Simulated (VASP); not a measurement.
# CoO (P3m1) in VASP: vibrations by perturbation theory with PBEsol

Aim: the vibrations by perturbation theory of CoO with PBEsol.

Everything below comes from runs of VASP 6.6.1. Logs are shortened: lines on timing, memory, paths and dates and some standing lists are left out, and cuts for length are marked.

## (1) The cell of the first run

The typed cell holds 4 atoms: a = 3.198 Å, b = 3.198 Å, c = 5.229 Å, α = 90.00°, β = 90.00°, γ = 120.00°.

## (2) Vibrations by perturbation theory, PBEsol, collinear spin, ferromagnetic start

Contents of INCAR:

```
SYSTEM = CoO
PREC = Accurate
ENCUT = 520
EDIFF = 1E-8
ISMEAR = -1
SIGMA = 0.05
LREAL = .FALSE.
LASPH = .TRUE.
NELM = 150
ALGO = Normal
ISIF = 2
LWAVE = .FALSE.
LCHARG = .TRUE.
ISPIN = 2
MAGMOM = 2 2 0 0
LORBIT = 11
LMAXMIX = 4
GGA = PS
NBANDS = 27
IBRION = 8
NSW = 1
```

Contents of KPOINTS:

```
regular mesh
0
G
  8 8 6
  0 0 0
```

Contents of POSCAR:

```
CoO
1.0
    3.1976457435      0.0000000000      0.0000000000
   -1.5988228718      2.7692424462      0.0000000000
    0.0000000000      0.0000000000      5.2287097100
Co O
2 2
Direct
    0.3333333333      0.6666666667      0.5033624100
    0.0000000000      0.0000000000      0.0034741400
    0.3333333333      0.6666666667      0.8715556000
    0.0000000000      0.0000000000      0.3716088500
```

Potentials or basis: VASP PAW PBE potentials, release 64 (Co, O).

Launch:

```
$ cat potpaw_PBE.64/Co/POTCAR potpaw_PBE.64/O/POTCAR > POTCAR
$ mpirun -np 1 vasp_std > vasp.out
```

OUTCAR:

```text
SYSTEM = CoO
   PREC = Accurate
   ENCUT = 520
   EDIFF = 1E-8
   ISMEAR = -1
   LREAL = .FALSE.
   LASPH = .TRUE.
   NELM = 150
   ISIF = 2
   ISPIN = 2
   LORBIT = 11
   GGA = PS
   IBRION = 8
   NSW = 1

 ion  position               nearest neighbor table
   1  0.333  0.667  0.503-   3 1.93   4 1.97   4 1.97   4 1.97
   2  0.000  0.000  0.003-   4 1.92   3 1.97   3 1.97   3 1.97
   3  0.333  0.667  0.872-   1 1.93   2 1.97   2 1.97   2 1.97
   4  0.000  0.000  0.372-   2 1.92   1 1.97   1 1.97   1 1.97

  LATTYP: Found a hexagonal cell.
 ALAT       =     3.1976457435
 C/A-ratio  =     1.6351747909

  Lattice vectors:

 A1 = (   3.1976457435,   0.0000000000,   0.0000000000)
 A2 = (  -1.5988228718,   2.7692424462,   0.0000000000)
 A3 = (   0.0000000000,   0.0000000000,   5.2287097100)

Analysis of symmetry for initial positions (statically):
=====================================================================
 Subroutine PRICEL returns:
 Original cell was already a primitive cell.

 Routine SETGRP: Setting up the symmetry group for a
 hexagonal supercell.

 Subroutine GETGRP returns: Found  6 space group operations
 (whereof  6 operations were pure point group operations)
 out of a pool of 24 trial point group operations.

The static configuration has the point symmetry C_3v.

Analysis of symmetry for dynamics (positions and initial velocities):
=====================================================================
 Subroutine PRICEL returns:
 Original cell was already a primitive cell.

 Routine SETGRP: Setting up the symmetry group for a
 hexagonal supercell.

 Subroutine GETGRP returns: Found  6 space group operations
 (whereof  6 operations were pure point group operations)
 out of a pool of 24 trial point group operations.

The dynamic configuration has the point symmetry C_3v.

Analysis of structural, dynamic, and magnetic symmetry:
=====================================================================
 Subroutine PRICEL returns:
 Original cell was already a primitive cell.

 Routine SETGRP: Setting up the symmetry group for a
 hexagonal supercell.

 Subroutine GETGRP returns: Found  6 space group operations
 (whereof  6 operations were pure point group operations)
 out of a pool of 24 trial point group operations.

The overall configuration has the point symmetry C_3v.

 Subroutine INISYM returns: Found  6 space group operations
 (whereof  6 operations are pure point group operations),
 and found     1 'primitive' translations

----------------------------------------------------------------------------------------

                                     Primitive cell

  volume of cell :      46.3005

  direct lattice vectors                    reciprocal lattice vectors
     3.197645743  0.000000000  0.000000000     0.312730077  0.180554794  0.000000000
    -1.598822872  2.769242446  0.000000000     0.000000000  0.361109588  0.000000000
     0.000000000  0.000000000  5.228709710     0.000000000  0.000000000  0.191251773

  length of vectors
     3.197645743  3.197645744  5.228709710     0.361109588  0.361109588  0.191251773

  position of ions in fractional coordinates (direct lattice)
     0.333333333  0.666666667  0.503362410
     0.000000000  0.000000000  0.003474140
     0.333333333  0.666666667  0.871555600
     0.000000000  0.000000000  0.371608850

  ion indices of the primitive-cell ions
   primitive index   ion index
                 1           1
                 2           2
                 3           3
                 4           4

----------------------------------------------------------------------------------------

 KPOINTS: regular mesh

Automatic generation of k-mesh.
 Grid dimensions read from file:
 generate k-points for:    8    8    6

 Generating k-lattice:

  Cartesian coordinates                     Fractional coordinates (reciprocal lattice)
     0.039091260  0.022569349  0.000000000     0.125000000 -0.000000000  0.000000000
     0.000000000  0.045138699  0.000000000     0.000000000  0.125000000  0.000000000
     0.000000000  0.000000000  0.031875295     0.000000000  0.000000000  0.166666667

  Length of vectors
     0.045138699  0.045138699  0.031875295
[... 104 lines left out ...]

 val. band max:        5.7887040734   @ k =   0.2500   0.2500   0.3333
 cond. band min:       5.7964408244   @ k =   0.2500   0.2500   0.1667
 fundamental gap:      0.0077367510
 Fermi energy:         5.7940181439

 spin component 1

 k-point     1 :       0.0000    0.0000    0.0000
  band No.  band energies     occupation
      1     -14.1288      1.00000
      2     -13.4868      1.00000
      3      -1.2638      1.00000
      4      -0.4435      1.00000
      5      -0.2594      1.00000
      6      -0.2594      1.00000
[... 709 lines left out ...]
     26      20.5065      0.00000
     27      21.8455      0.00000

 [... further k-points ...]

 spin component 2

 k-point     1 :       0.0000    0.0000    0.0000
  band No.  band energies     occupation
      1     -13.5544      1.00000
      2     -12.8772      1.00000
      3      -0.7264      1.00000
      4       0.8221      1.00000
      5       0.9715      1.00000
      6       0.9715      1.00000
[... 712 lines left out ...]
 [... further k-points ...]

------------------------ aborting loop because EDIFF is reached ----------------------------------------

  FORCE on cell =-STRESS in cart. coord.  units (eV):
  Direction    XX          YY          ZZ          XY          YZ          ZX
  --------------------------------------------------------------------------------------
  -------------------------------------------------------------------------------------
  Total       -2.4961016     -2.4961016     -1.5009568      0.0000000      0.0000000      0.0000000
  in kB      -86.3747856    -86.3747856    -51.9389218      0.0000000      0.0000000      0.0000000
  external PRESSURE =     -74.8961643 kB  Pullay stress =       0.0000000 kB

 VOLUME and BASIS-vectors are now :
 -----------------------------------------------------------------------------
  energy-cutoff  :      520.00
  volume of cell :       46.30
      direct lattice vectors                 reciprocal lattice vectors
     3.197645743  0.000000000  0.000000000     0.312730077  0.180554794  0.000000000
    -1.598822872  2.769242446  0.000000000     0.000000000  0.361109588  0.000000000
     0.000000000  0.000000000  5.228709710     0.000000000  0.000000000  0.191251773

 POSITION                                       TOTAL-FORCE (eV/Angst)
 -----------------------------------------------------------------------------------
     -0.00000      1.84616      2.63194        -0.000000      0.000000     -0.266348
      0.00000      0.00000      0.01817        -0.000000      0.000000     -0.271881
     -0.00000      1.84616      4.55711         0.000000     -0.000000      0.269243
      0.00000      0.00000      1.94303        -0.000000     -0.000000      0.268986
 -----------------------------------------------------------------------------------
    total drift:                               -0.000000     -0.000001     -0.000679

  FREE ENERGIE OF THE ION-ELECTRON SYSTEM (eV)
  ---------------------------------------------------
  free  energy   TOTEN  =       -28.2798746371 eV

  energy  without entropy=      -28.2424520007  energy(sigma->0) =      -28.26116332

[... ionic steps 2 to 12 ...]

--------------------------------------- Ionic step       13  -------------------------------------------

------------------------ aborting loop because EDIFF is reached ----------------------------------------

[... ionic steps 14 to 14 ...]

--------------------------------------- Ionic step       15  -------------------------------------------

 Free energy of the ion-electron system (eV)
  ---------------------------------------------------
  ---------------------------------------------------
  free energy    TOTEN  =        -0.37730141 eV

  energy without entropy =       -0.37730772

------------------------ aborting loop because EDIFF is reached ----------------------------------------

 INTERNAL STRAIN TENSOR  FOR ION    4  DIRECTION 3   (eV/Angst):
 -----------------------------------------------------------------------------
     3.22088 -0.00000 -0.00000
    -0.00000  3.22088 -0.00000
    -0.00000  0.00000-10.10046

 INTERNAL STRAIN TENSOR FOR ION    4 for displacements in x,y,z  (eV/Angst):
          X           Y           Z          XY          YZ          ZX
  --------------------------------------------------------------------------------
  x     0.00000    -0.00000    -0.00000    -6.36045    -0.00000     2.55407
  y    -6.36045     6.36045     0.00000    -0.00000     2.51664    -0.00000
  z     3.22088     3.22088   -10.10046    -0.00000     0.00000    -0.00000

 SECOND DERIVATIVES (NOT SYMMETRIZED)
 ------------------------------------
               1X          1Y          1Z          2X          2Y          2Z          3X          3Y          3Z          4X          4Y          4Z
  1X    -3.894659    0.000000    0.000000   -0.030021    0.000000   -0.000000   -0.241742    0.000000   -0.000000    4.166422   -0.000000    0.000000
  1Y     0.000000   -3.894659    0.000000    0.000000   -0.030021    0.000000    0.000000   -0.241742    0.000000   -0.000000    4.166422    0.000000
  1Z     0.000000    0.000000   -9.925973    0.000000    0.000000    2.289738    0.000000    0.000000    6.656507   -0.000000    0.000000    0.979727
  2X    -0.009783    0.000000   -0.000000   -3.878770    0.000000    0.000000    4.141226   -0.000000   -0.000000   -0.252673    0.000000    0.000000
  2Y     0.000000   -0.009783    0.000000    0.000000   -3.878770    0.000000   -0.000000    4.141226    0.000000    0.000000   -0.252673    0.000000
  2Z     0.000000   -0.000000    2.281560    0.000000   -0.000000   -9.931945    0.000000    0.000000    0.978139    0.000000    0.000000    6.672246
  3X    -0.261190    0.000000    0.000000    4.146503   -0.000000    0.000000   -4.660040    0.000000    0.000000    0.774726   -0.000000   -0.000000
  3Y     0.000000   -0.261190    0.000000   -0.000000    4.146503    0.000000    0.000000   -4.660040    0.000000   -0.000000    0.774726    0.000000
  3Z     0.000000    0.000000    6.689017    0.000000    0.000000    0.928199    0.000000   -0.000000  -10.365385    0.000000    0.000000    2.748168
  4X     4.145056   -0.000000    0.000000   -0.252012    0.000000    0.000000    0.778664   -0.000000    0.000000   -4.671708    0.000000    0.000000
  4Y    -0.000000    4.145056    0.000000    0.000000   -0.252012    0.000000   -0.000000    0.778664    0.000000    0.000000   -4.671708    0.000000
  4Z     0.000000   -0.000000    0.935131    0.000000    0.000000    6.706603   -0.000000    0.000000    2.744900    0.000000    0.000000  -10.386634

 Eigenvectors and eigenvalues of the dynamical matrix
 ----------------------------------------------------

   1 f  =   14.602143 THz    91.747972 2PiTHz  487.075069 cm-1    60.389585 meV
             X         Y         Z           dx          dy          dz
     -0.000000  1.846162  2.631936    -0.000000    0.000000    0.189925
      0.000000  0.000000  0.018165     0.000000   -0.000000   -0.191801
     -0.000000  1.846162  4.557111    -0.000000    0.000000   -0.679028
      0.000000  0.000000  1.943035     0.000000    0.000000    0.682688
[... 71 lines left out ...]
  12 f/i=    0.009979 THz     0.062697 2PiTHz    0.332851 cm-1     0.041268 meV
             X         Y         Z           dx          dy          dz
     -0.000000  1.846162  2.631936    -0.032280   -0.622190   -0.000000
      0.000000  0.000000  0.018165    -0.032669   -0.629680   -0.000000
     -0.000000  1.846162  4.557111    -0.017042   -0.328473   -0.000000
      0.000000  0.000000  1.943035    -0.016876   -0.325275   -0.000000

--------------------------------------------------------------------------------------------------------

 ELASTIC MODULI CONTR FROM IONIC RELAXATION (kBar)
 Direction    XX          YY          ZZ          XY          YZ          ZX
 --------------------------------------------------------------------------------
 XX        -868.8808    682.6619    292.2402      0.0000      8.0691      0.0000
 YY         682.6619   -868.8808    292.2402      0.0000     -8.0691     -0.0000
 ZZ         292.2402    292.2402   -917.2488     -0.0000      0.0000     -0.0000
 XY           0.0000      0.0000     -0.0000   -775.7713      0.0000     -7.6309
 YZ           8.0691     -8.0691      0.0000      0.0000    -47.0729      0.0000
 ZX           0.0000     -0.0000     -0.0000     -7.6309      0.0000   -167.1670
 --------------------------------------------------------------------------------

 total charge

# of ion       s       p       d       tot
------------------------------------------
    1        0.349   0.440   7.187   7.976
    2        0.349   0.440   7.187   7.976
    3        1.546   3.418   0.000   4.964
    4        1.546   3.419   0.000   4.965
--------------------------------------------------
tot          3.791   7.717  14.373  25.881

 magnetization (x)

# of ion       s       p       d       tot
------------------------------------------
    1        0.015   0.056   2.399   2.471
    2        0.015   0.056   2.399   2.471
    3        0.022   0.298   0.000   0.319
    4        0.022   0.298   0.000   0.319
--------------------------------------------------
tot          0.074   0.707   4.799   5.580
```

Wall time 1.7 h (1 thread of Oxide Virtual Turin-like, shared host); peak memory 0.85 GiB.

Results:

* Net moment: 5.78 μB per cell
* Site moments: Co +2.47; O +0.32 μB
* Valence electrons inside the program's atomic spheres: Co 7.98; O 4.96
* Highest phonon frequency at Γ, LO-TO splitting left out: 487 cm⁻¹

Phonon frequencies in cm⁻¹ (negative: imaginary):
| q point | frequencies |
| --- | --- |
| (0.000, 0.000, 0.000) | 0 0 0 35 35 205 290 290 330 330 406 487 |

Caveat: the cell stands under pressure or tension, which shifts response properties; the PAW data sets were made with another functional, which shifts forces and pressure a little.
